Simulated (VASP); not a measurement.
A run of VASP 6.6.1:

Contents of INCAR:

```
SYSTEM = Si7Ge
  PREC = Accurate
  ENCUT = 520
  EDIFF = 1E-7
  ISMEAR = 0
  SIGMA = 0.01
  LREAL = .FALSE.
  LASPH = .TRUE.
  NELM = 100
  ALGO = Normal
  ISIF = 2
  LWAVE = .FALSE.
  LCHARG = .FALSE.
  GGA = PS
  NBANDS = 31
```

File KPOINTS:

```
Automatic mesh
0
G
  8 8 8
  0 0 0
```

The input POSCAR:

```
Si7Ge
1.0
    5.2408097408      0.0000000000      0.0000000000
    0.0000000000      5.2408097408      0.0000000000
    0.0000000000      0.0000000000      5.6313222875
Si Ge
7 1
Direct
    0.2527809142      0.2527809142      0.2524870696
    0.0000000000      0.5000000000      0.5000000000
    0.5000000000      0.5000000000      0.0000000000
    0.5000000000      0.0000000000      0.5000000000
    0.7472190858      0.2527809142      0.7475129304
    0.7472190858      0.7472190858      0.2524870696
    0.2527809142      0.7472190858      0.7475129304
    0.0000000000      0.0000000000      0.0000000000
```

Potentials or basis: VASP PAW PBE potentials, release 64 (Si, Ge_d).

Launch:

```console
$ cat potpaw_PBE.64/Si/POTCAR potpaw_PBE.64/Ge_d/POTCAR > POTCAR
$ mpirun -np 1 vasp_std > vasp.out
```

Hardware: 1 thread of Intel(R) Xeon(R) Platinum 8259CL CPU @ 2.50GHz (Skylake/Cascade Lake), on a shared host.

Question: How long does it take, and how much memory?

Answer: Run time: 5.6 min on 1 thread of Intel(R) Xeon(R) Platinum 8259CL CPU @ 2.50GHz (Skylake/Cascade Lake), with other jobs on the host, peak memory 0.43 GiB. Counts: scf iterations 13, k points 75.
